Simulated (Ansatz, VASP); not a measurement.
## Ga2O3 in VASP and in Ansatz

```
Ga O
1.0
     2.52872    1.45996    4.31398
    -2.52872    1.45996    4.31398
     0.00000   -2.91992    4.31398
Ga O
4 6
Cartesian
  0.0000 0.0000 4.6056
  0.0000 0.0000 1.8653
  0.0000 0.0000 8.3363
  0.0000 0.0000 11.0766
  -0.9954 1.4600 7.5495
  -0.7666 -1.5921 7.5495
  1.7621 0.1321 7.5495
  0.9954 -1.4600 5.3925
  0.7666 1.5921 5.3925
  -1.7621 -0.1321 5.3925
```

Change from the starting cell: strain +0.000 along x and y, -0.050 along z, atoms carried along.

Alike in both runs: task single point; functional PBE; k mesh 6 × 6 × 6; occupations gaussian, width 0.05 eV; no spin polarisation.

```csv
,VASP,Ansatz
version,VASP 6.6.1,Ansatz 0.2.0
potentials or method,"VASP PAW PBE potentials, release 64 (Ga_d, O), cutoff 520 eV","scalar-relativistic, plane waves, PAW"
valence electrons in the cell,88,88
```

```tsv
	VASP	Ansatz	Ansatz less VASP
gap on the k mesh at the Fermi level (eV)	2.78	2.79	+0.008
least direct gap on the mesh (eV)	2.95	2.96	+0.007
pressure (GPa)	11.7	10.7	-1.08
traceless stress, the component that is largest in VASP (GPa)	8.25	8.37	+0.118
rms of the force components (eV/Å)	0.148	0.137	-0.0109
```

Atom by atom the forces differ by 0.011 eV/Å (rms over components).
